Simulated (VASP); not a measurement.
# PtS2 (P-3m1) in VASP: further runs

The runs below take PtS2 through single point, relaxation of cell and atoms, with PBE.

All numbers are computed with VASP 6.6.1; they aren't measurements. Logs are shortened: lines on timing, memory, paths and dates and some standing lists are left out, and cuts for length are marked.

**1. The cell of the first run**

It takes space group P-3m1 (No. 164, trigonal). Conventional cell: a = 3.577 Å, b = 3.577 Å, c = 6.497 Å, α = 90.00°, β = 90.00°, γ = 120.00°. Within 3.2 Å of Pt (site symmetry -3m) lie 6 S at 2.40 Å. S (site symmetry 3m) has 3 Pt at 2.40 Å and 3 S at 3.21 Å within 3.3 Å.

**2. Single point, PBE**

The input, INCAR:

```
  ALGO = Normal
  EDIFF = 1E-6
  ENCUT = 520
  GGA = PE
  ISIF = 2
  ISMEAR = 0
  LASPH = True
  LCHARG = True
  LELF = True
  LREAL = False
  LVHAR = True
  LWAVE = False
  NBANDS = 18
  NELM = 100
  PREC = Accurate
  SIGMA = 0.02
```

The input, KPOINTS:

```
k-points
0
Gamma
  12 12 8
```

The input, POSCAR:

```
PtS2
1.0
    3.5765169778      0.0000000000      0.0000000000
   -1.7882584889      3.0973545598      0.0000000000
    0.0000000000      0.0000000000      6.4970108268
Pt S
1 2
Direct
    0.0000000000      0.0000000000      0.0000000000
    0.3333333333      0.6666666667      0.1889487783
    0.6666666667      0.3333333333      0.8110512217
```

Potentials or basis: VASP PAW PBE potentials, release 64 (Pt, S).

On the command line:

```bash
$ cat potpaw_PBE.64/Pt/POTCAR potpaw_PBE.64/S/POTCAR > POTCAR
$ mpirun -np 1 vasp_std > vasp.out
```

OUTCAR:

```text
EDIFF = 1E-6
   ENCUT = 520
   GGA = PE
   ISIF = 2
   ISMEAR = 0
   LASPH = True
   LREAL = False
   NELM = 100
   PREC = Accurate

 ion  position               nearest neighbor table
   1  0.000  0.000  0.000-   2 2.40   3 2.40   2 2.40   3 2.40   3 2.40   2 2.40
   2  0.333  0.667  0.189-   1 2.40   1 2.40   1 2.40
   3  0.667  0.333  0.811-   1 2.40   1 2.40   1 2.40

  LATTYP: Found a hexagonal cell.
 ALAT       =     3.5765169778
 C/A-ratio  =     1.8165748596

  Lattice vectors:

 A1 = (   3.5765169778,   0.0000000000,   0.0000000000)
 A2 = (  -1.7882584889,   3.0973545598,   0.0000000000)
 A3 = (   0.0000000000,   0.0000000000,   6.4970108268)

Analysis of symmetry for initial positions (statically):
=====================================================================
 Subroutine PRICEL returns:
 Original cell was already a primitive cell.

 Routine SETGRP: Setting up the symmetry group for a
 hexagonal supercell.

 Subroutine GETGRP returns: Found 12 space group operations
 (whereof 12 operations were pure point group operations)
 out of a pool of 24 trial point group operations.

The static configuration has the point symmetry D_3d.

Analysis of symmetry for dynamics (positions and initial velocities):
=====================================================================
 Subroutine PRICEL returns:
 Original cell was already a primitive cell.

 Routine SETGRP: Setting up the symmetry group for a
 hexagonal supercell.

 Subroutine GETGRP returns: Found 12 space group operations
 (whereof 12 operations were pure point group operations)
 out of a pool of 24 trial point group operations.

The dynamic configuration has the point symmetry D_3d.

 Subroutine INISYM returns: Found 12 space group operations
 (whereof 12 operations are pure point group operations),
 and found     1 'primitive' translations

----------------------------------------------------------------------------------------

                                     Primitive cell

  volume of cell :      71.9722

  direct lattice vectors                    reciprocal lattice vectors
     3.576516978  0.000000000  0.000000000     0.279601637  0.161428080  0.000000000
    -1.788258489  3.097354560  0.000000000     0.000000000  0.322856160  0.000000000
     0.000000000  0.000000000  6.497010827     0.000000000  0.000000000  0.153916936

  length of vectors
     3.576516978  3.576516978  6.497010827     0.322856160  0.322856160  0.153916936

  position of ions in fractional coordinates (direct lattice)
     0.000000000  0.000000000  0.000000000
     0.333333333  0.666666667  0.188948778
     0.666666667  0.333333333  0.811051222

  ion indices of the primitive-cell ions
   primitive index   ion index
                 1           1
                 2           2
                 3           3

----------------------------------------------------------------------------------------

 KPOINTS: k-points

Automatic generation of k-mesh.
 Grid dimensions read from file:
 generate k-points for:   12   12    8

 Generating k-lattice:

  Cartesian coordinates                     Fractional coordinates (reciprocal lattice)
     0.023300136  0.013452340  0.000000000     0.083333333 -0.000000000  0.000000000
     0.000000000  0.026904680  0.000000000     0.000000000  0.083333333  0.000000000
     0.000000000  0.000000000  0.019239617     0.000000000  0.000000000  0.125000000

  Length of vectors
     0.026904680  0.026904680  0.019239617

  Shift w.r.t. Gamma in fractional coordinates (k-lattice)
     0.000000000  0.000000000  0.000000000

 Subroutine IBZKPT returns following result:
 ===========================================

 Found    131 irreducible k-points:

 Following reciprocal coordinates:
            Coordinates               Weight
  0.000000  0.000000  0.000000      1.000000
  0.083333 -0.000000  0.000000      6.000000
  0.166667 -0.000000  0.000000      6.000000
  0.250000  0.000000  0.000000      6.000000
  0.333333 -0.000000  0.000000      6.000000
  0.416667 -0.000000  0.000000      6.000000
[... 16 lines left out ...]
  0.166667 -0.000000  0.125000      6.000000
  0.000000  0.166667  0.125000      6.000000
 [... further k-points ...]
   k-points           NKPTS =    131   k-points in BZ     NKDIM =    131   number of bands    NBANDS=     18
   number of dos      NEDOS =    301   number of ions     NIONS =      3
   total plane-waves  NPLWV =  37632
   dimension x,y,z NGX =    28 NGY =   28 NGZ =   48
   dimension x,y,z NGXF=    56 NGYF=   56 NGZF=   96
   ions per type =               1   2
   NGX,Y,Z   is equivalent  to a cutoff of  13.02, 13.02, 12.28 a.u.
   NGXF,Y,Z  is equivalent  to a cutoff of  26.03, 26.03, 24.56 a.u.
 SYSTEM =  unknown system
   PREC   = accura    normal or accurate (medium, high low for compatibility)
   ISTART =      0    job   : 0-new  1-cont  2-samecut
   ICHARG =      2    charge: 1-file 2-atom 10-const
   ISPIN  =      1    spin polarized calculation?
[... 20 lines left out ...]
  volume/ion in A,a.u.               =      23.99       161.90
  Fermi-wavevector in a.u.,A,eV,Ry     =   1.102793  2.083977 16.546767  1.216153
  Thomas-Fermi vector in A             =   2.239242
   LORBIT       =      0    0 simple, 1 ext, 2 COOP (PROOUT), +10 PAW based schemes
   GGA     = PE    functional components
   LHFCALC =     F    Hartree Fock is set to
   AEXX    =    0.0000 exact exchange contribution
   IVDW    =     0    specifies the selected vdW correction
   LEPSILON=     F    determine dielectric tensor
   LRPA    =     F    only Hartree local field effects (RPA)
 non-spin polarized calculation
 Gauss-broadening in eV      SIGMA  =   0.02
  energy-cutoff  :      520.00
  volume of cell :       71.97
 maximum number of plane-waves:      1962
 NGX is ok and might be reduce to    28
   NGX = 13   NGY = 13   NGZ = 25

 number of electron      21.9999995 magnetization

 Free energy of the ion-electron system (eV)
  ---------------------------------------------------
  ext. energy  EPLUGINS =         0.00000000
  ---------------------------------------------------
  free energy    TOTEN  =       -15.46555713 eV

  energy without entropy =      -15.46555713  energy(sigma->0) =      -15.46555713

 E-fermi :   3.1737     XC(G=0):  -8.8810

 val. band max:        3.0781498175   @ k =   0.1667   0.1667   0.0000
 cond. band min:       4.5733772474   @ k =   0.0000   0.2500   0.3750
 fundamental gap:      1.4952274299
 Fermi energy:         3.1736575005

 k-point     1 :       0.0000    0.0000    0.0000
  band No.  band energies     occupation
      1     -11.0109      2.00000
      2      -8.7687      2.00000
      3      -2.5518      2.00000
      4      -2.5518      2.00000
      5      -2.2913      2.00000
      6       0.1245      2.00000
[... 10 lines left out ...]
     17      11.7974      0.00000
     18      12.3925      0.00000

 k-point     2 :       0.0833   -0.0000    0.0000
  band No.  band energies     occupation
      1     -10.9262      2.00000
      2      -8.7908      2.00000
      3      -2.5340      2.00000
      4      -2.4977      2.00000
      5      -2.2116      2.00000
      6      -0.0066      2.00000
[... 10 lines left out ...]
     17      12.0832      0.00000
     18      12.6346      0.00000

 k-point     3 :       0.1667   -0.0000    0.0000
  band No.  band energies     occupation
      1     -10.6823      2.00000
      2      -8.8514      2.00000
      3      -2.4714      2.00000
      4      -2.3523      2.00000
      5      -1.9838      2.00000
      6      -0.4407      2.00000
[... 10 lines left out ...]
     17      12.7896      0.00000
     18      12.8801      0.00000

 k-point     4 :       0.2500    0.0000    0.0000
  band No.  band energies     occupation
      1     -10.3139      2.00000
      2      -8.9342      2.00000
      3      -2.3824      2.00000
      4      -2.1698      2.00000
      5      -1.6974      2.00000
      6      -1.0404      2.00000
[... 375 lines left out ...]
      4      -2.4979      2.00000
      5      -2.1812      2.00000
      6      -0.0072      2.00000
[... 10 lines left out ...]
     17      12.0945      0.00000
     18      12.3676      0.00000

 k-point    23 :       0.1667   -0.0000    0.1250
  band No.  band energies     occupation
      1     -10.6790      2.00000
      2      -8.8587      2.00000
      3      -2.4714      2.00000
      4      -2.3516      2.00000
      5      -1.9635      2.00000
      6      -0.4378      2.00000
[... 10 lines left out ...]
     17      12.7526      0.00000
     18      12.9545      0.00000

 k-point    24 :       0.0000    0.1667    0.1250
  band No.  band energies     occupation
      1     -10.6794      2.00000
      2      -8.8574      2.00000
      3      -2.4861      2.00000
      4      -2.3529      2.00000
      5      -1.9499      2.00000
      6      -0.4439      2.00000
[... 10 lines left out ...]
     17      12.4918      0.00000
     18      12.8221      0.00000

 [... further k-points ...]

------------------------ aborting loop because EDIFF is reached ----------------------------------------

  FORCE on cell =-STRESS in cart. coord.  units (eV):
  Direction    XX          YY          ZZ          XY          YZ          ZX
  --------------------------------------------------------------------------------------
  -------------------------------------------------------------------------------------
  Total       -0.1770344     -0.1770344     -0.1160201      0.0000000      0.0000000      0.0000000
  in kB       -3.9409729     -3.9409729     -2.5827310      0.0000000      0.0000000      0.0000000
  external PRESSURE =      -3.4882256 kB  Pullay stress =       0.0000000 kB

 VOLUME and BASIS-vectors are now :
 -----------------------------------------------------------------------------
  energy-cutoff  :      520.00
  volume of cell :       71.97
      direct lattice vectors                 reciprocal lattice vectors
     3.576516978  0.000000000  0.000000000     0.279601637  0.161428080  0.000000000
    -1.788258489  3.097354560  0.000000000     0.000000000  0.322856160  0.000000000
     0.000000000  0.000000000  6.497010827     0.000000000  0.000000000  0.153916936

 POSITION                                       TOTAL-FORCE (eV/Angst)
 -----------------------------------------------------------------------------------
      0.00000      0.00000      0.00000        -0.000000      0.000000      0.000000
     -0.00000      2.06490      1.22760         0.000000      0.000000     -0.036367
      1.78826      1.03245      5.26941         0.000000     -0.000000      0.036367
 -----------------------------------------------------------------------------------
    total drift:                               -0.000000     -0.000000     -0.000000

  FREE ENERGIE OF THE ION-ELECTRON SYSTEM (eV)
  ---------------------------------------------------
  free  energy   TOTEN  =       -15.4655571272 eV

  energy  without entropy=      -15.4655571272  energy(sigma->0) =      -15.46555713
```

It took 73 s on 1 thread of AMD EPYC 9R45 (Zen 5), shared host; peak memory 0.27 GiB.

What came out:

```
Free energy            : -15.4656 eV
Pressure               : -0.3 GPa
Largest force          : 0.036 eV/Å
Band gap on the k mesh : 1.50 eV (least direct gap 1.57 eV)
```

Forces on the atoms (eV/Å):
```
Pt   0.000  0.000  0.000
S    0.000  0.000 -0.036
S    0.000  0.000  0.036
```

Stress tensor (GPa, compression positive):
```
-0.39  0.00  0.00
 0.00 -0.39  0.00
 0.00  0.00 -0.26
```

Caveat: spin-orbit coupling is left out, which moves the levels of the heavy elements; this functional lacks dispersion, which binds layers or chains, so the pressure and a relaxed spacing across them are unreliable.

**3. Relaxation of cell and atoms, PBE**

The input, INCAR:

```
PREC = Accurate
ENCUT = 600
EDIFF = 1E-6
ISMEAR = 0
SIGMA = 0.02
LREAL = F
LASPH = T
NELM = 60
ALGO = Normal
ISIF = 3
LWAVE = F
LCHARG = F
GGA = PE
IBRION = 2
NSW = 100
EDIFFG = -0.01
```

The input, KPOINTS:

```
regular mesh
0
Gamma
  12 12 4
```

POSCAR is that of step 2.

Potentials or basis: VASP PAW PBE potentials, release 64 (Pt, S).

On the command line:

```bash
$ cat potpaw_PBE.64/Pt/POTCAR potpaw_PBE.64/S/POTCAR > POTCAR
$ mpirun -np 1 vasp_std > vasp.out
```

It took 86 s on 1 thread of AMD EPYC 9R45 (Zen 5), shared host; peak memory 0.25 GiB.

Results (log left out):

* Free energy: -15.4663 eV
* Relaxed volume: 23.93 Å³/atom
* Relaxed cell: a = 3.573 Å, b = 3.573 Å, c = 6.493 Å, α = 90.00°, β = 90.00°, γ = 120.00°
* Space group after relaxing (to 0.1 Å): P-3m1 (No. 164)
* Energy gained by relaxing: 0.1 meV/atom
* Ionic steps: 3
* Pressure after relaxing: 0.0 GPa
* Largest force after relaxing: 0.004 eV/Å
* Band gap on the k mesh: 1.50 eV (least direct gap 1.58 eV)

Forces on the atoms (eV/Å):
```
Pt   0.000  0.000  0.000
S    0.000  0.000  0.004
S    0.000  0.000 -0.004
```

Step by step:
```csv
step,energy change (eV),largest force (eV/Å),pressure (GPa),volume (Å³)
1,0.0000,0.0376,-0.31,71.97
2,0.0004,0.0727,0.51,71.49
3,-0.0002,0.0037,0.00,71.79
```

Final structure:
```
Pt S
1.0
     3.57301    0.00000    0.00000
    -1.78651    3.09432    0.00000
     0.00000    0.00000    6.49309
Pt S
1 2
Direct
  0.00000 0.00000 0.00000
  0.33333 0.66667 0.18884
  0.66667 0.33333 0.81116
```

Levels at points of the mesh, in eV from the valence-band top:
| k point | band 8 | band 9 | band 10 | band 11 | band 12 | band 13 | band 14 | band 15 |
| --- | --- | --- | --- | --- | --- | --- | --- | --- |
| (0.00, 0.00, 0.00) | -1.03 | -0.42 | -0.40 | -0.40 | 3.06 | 3.06 | 5.31 | 5.95 |
| (0.50, 0.00, 0.00) | -2.23 | -2.15 | -1.78 | -1.64 | 2.60 | 2.90 | 5.54 | 6.78 |
| (0.00, 0.00, 0.50) | -1.11 | -0.78 | -0.41 | -0.41 | 3.09 | 3.09 | 5.88 | 6.89 |
| (0.50, 0.00, 0.50) | -2.25 | -2.13 | -1.84 | -1.36 | 2.72 | 2.82 | 5.35 | 6.47 |

Caveat: spin-orbit coupling is left out, which moves the levels of the heavy elements; this functional lacks dispersion, which binds layers or chains, so the pressure and a relaxed spacing across them are unreliable. A k mesh can miss the band edges.

**4. Relaxation of cell and atoms, PBE**

This run uses another cell than the first one, of 18.26 Å³/atom.

The input, INCAR:

```
SYSTEM = PtS2
PREC     = Accurate       ! precision mode
ENCUT    = 600            ! plane-wave cutoff, eV
EDIFF    = 1E-7           ! SCF threshold, eV
ISMEAR   = 0              ! smearing method
SIGMA    = 0.02           ! smearing width, eV
LREAL    = .False.        ! projectors in reciprocal space
LASPH    = .True.         ! aspherical terms in the spheres
NELM     = 100            ! most SCF steps
ALGO     = Normal         ! electronic algorithm
ISIF     = 3              ! what is computed and relaxed
LWAVE    = .False.        ! write WAVECAR
LCHARG   = .False.        ! write CHGCAR
GGA      = PE             ! functional
IBRION   = 2              ! ionic algorithm
NSW      = 100            ! ionic steps
EDIFFG   = -0.01          ! ionic threshold
```

The input, KPOINTS:

```
regular mesh
0
Gamma
  12 12 8
  0 0 0
```

The input, POSCAR:

```
PtS2
1.0
    3.5431995200      0.0000000000      0.0000000000
   -1.7715997600      3.0685007900      0.0000000000
    0.0000000000      0.0000000000      5.0387997600
Pt S
1 2
Direct
    0.0000000000      0.0000000000      0.0000000000
    0.3333333300      0.6666666700      0.2500000000
    0.6666666700      0.3333333300      0.7500000000
```

On the command line:

```bash
$ cat potpaw_PBE.64/Pt/POTCAR potpaw_PBE.64/S/POTCAR > POTCAR
$ mpirun -np 1 vasp_std > vasp.out
```

Run time: 20 min. Hardware: 1 thread of AMD EPYC 9R45 (Zen 5), shared host; peak memory 0.27 GiB.

It converged, with:

| Quantity | Value |
| --- | --- |
| Free energy | -15.4606 eV |
| Relaxed volume | 23.27 Å³/atom |
| Relaxed cell | a = 3.573 Å, b = 3.573 Å, c = 6.315 Å, α = 90.00°, β = 90.00°, γ = 120.00° |
| Space group after relaxing (to 0.1 Å) | P-3m1 (No. 164) |
| Energy gained by relaxing | 32.1 meV/atom |
| Ionic steps | 32 |
| Pressure after relaxing | 0.0 GPa |
| Band gap on the k mesh | 1.45 eV (least direct gap 1.52 eV) |

The path:
| step | energy change (eV) | largest force (eV/Å) | pressure (GPa) | volume (Å³) |
| --- | --- | --- | --- | --- |
| 1 | 0.0000 | 0.3678 | 1.98 | 54.78 |
| 2 | -0.0199 | 0.4869 | -1.64 | 56.59 |
| 3 | -0.0200 | 0.4787 | -1.39 | 56.45 |
| 4 | -0.0354 | 0.1605 | -0.05 | 56.52 |
| 5 | -0.0365 | 0.0495 | 0.42 | 56.54 |
| 6 | -0.0405 | 0.0452 | 0.37 | 56.86 |
| 7 | -0.0515 | 0.0280 | 0.27 | 57.82 |
| 8 | -0.0684 | 0.0197 | 0.25 | 59.74 |
| 9 | -0.0855 | 0.1726 | 0.84 | 63.53 |
| 10 | -0.0823 | 0.2682 | -2.13 | 65.68 |
| 11 | -0.0887 | 0.0133 | -0.44 | 64.41 |
| 12 | -0.0911 | 0.0823 | -0.27 | 64.68 |
| 13 | -0.0911 | 0.0908 | -0.24 | 64.71 |
| 14 | -0.0906 | 0.0520 | 0.83 | 64.34 |
| 15 | -0.0914 | 0.0356 | 0.17 | 64.57 |
| 16 | -0.0918 | 0.0211 | 0.14 | 64.71 |
| 17 | -0.0920 | 0.0079 | 0.07 | 64.99 |
| 18 | -0.0924 | 0.0115 | -0.06 | 65.22 |
| 19 | -0.0927 | 0.0683 | -0.49 | 65.90 |
| 20 | -0.0928 | 0.0681 | -0.49 | 65.93 |
| 21 | -0.0930 | 0.0675 | -0.46 | 66.00 |
| 22 | -0.0934 | 0.0659 | -0.42 | 66.16 |
| 23 | -0.0940 | 0.0625 | -0.34 | 66.46 |
| 24 | -0.0949 | 0.0541 | -0.16 | 67.07 |
| 25 | -0.0953 | 0.0301 | 0.23 | 68.28 |
| 26 | -0.0953 | 0.0370 | 0.11 | 67.89 |
| 27 | -0.0955 | 0.0372 | 0.07 | 68.09 |
| 28 | -0.0959 | 0.0361 | -0.04 | 68.72 |
| 29 | -0.0961 | 0.0304 | -0.22 | 69.98 |
| 30 | -0.0961 | 0.0314 | -0.18 | 69.68 |
| 31 | -0.0961 | 0.0332 | 0.20 | 69.95 |
| 32 | -0.0962 | 0.0016 | 0.02 | 69.82 |

Final structure:
```
Pt S
1.0
     3.57291    0.00000    0.00000
    -1.78645    3.09423    0.00000
     0.00000    0.00000    6.31537
Pt S
1 2
Direct
  0.00000 0.00000 0.00000
  0.33333 0.66667 0.19417
  0.66667 0.33333 0.80583
```

Levels at points of the mesh, in eV from the valence-band top:
```tsv
k point	band 8	band 9	band 10	band 11	band 12	band 13	band 14	band 15
(0.00, 0.00, 0.00)	-1.09	-0.43	-0.43	-0.37	3.02	3.02	5.35	5.90
(0.50, 0.00, 0.00)	-2.25	-2.19	-1.80	-1.71	2.55	2.88	5.54	6.77
(0.00, 0.00, 0.50)	-1.21	-0.78	-0.44	-0.44	3.07	3.07	5.88	6.94
(0.50, 0.00, 0.50)	-2.29	-2.15	-1.88	-1.35	2.70	2.78	5.33	6.41
```

Caveat: the volume moved by over 15 % at a fixed basis, so the end points are rough; spin-orbit coupling is left out, which moves the levels of the heavy elements; this functional lacks dispersion, which binds layers or chains, so the pressure and a relaxed spacing across them are unreliable. PBE usually gives volumes a little too large and moduli too small.

**5. Summary**

```csv
task,cell,k mesh,cutoff (eV),gap on the mesh (eV),pressure (GPa),relaxed volume (Å³/atom)
single point,"a = 3.577, b = 3.577, c = 6.497 Å, angles 90.0, 90.0, 120.0°, 3 atoms, atomic positions A",12 × 12 × 8,520,1.50,-0.3,-
relaxation of cell and atoms,"relaxed from a = 3.577, b = 3.577, c = 6.497 Å, angles 90.0, 90.0, 120.0°, 3 atoms, atomic positions A",12 × 12 × 4,600,1.50,0.0,23.93
relaxation of cell and atoms,"relaxed from a = 3.543, b = 3.543, c = 5.039 Å, angles 90.0, 90.0, 120.0°, 3 atoms, atomic positions B",12 × 12 × 8,600,1.45,0.0,23.27
```

Alike in all rows: level PBE; potentials or basis VASP PAW PBE potentials, release 64 (Pt, S); no spin polarisation; smearing gaussian 0.02 eV.

Caveats: spin-orbit coupling is left out, which moves the levels of the heavy elements; this functional lacks dispersion, which binds layers or chains, so the pressure and a relaxed spacing across them are unreliable; the volume moved by over 15 % at a fixed basis, so the end points are rough (at least some runs).

Total energies depend on the potentials used, so only differences within one code and one set of settings carry meaning.
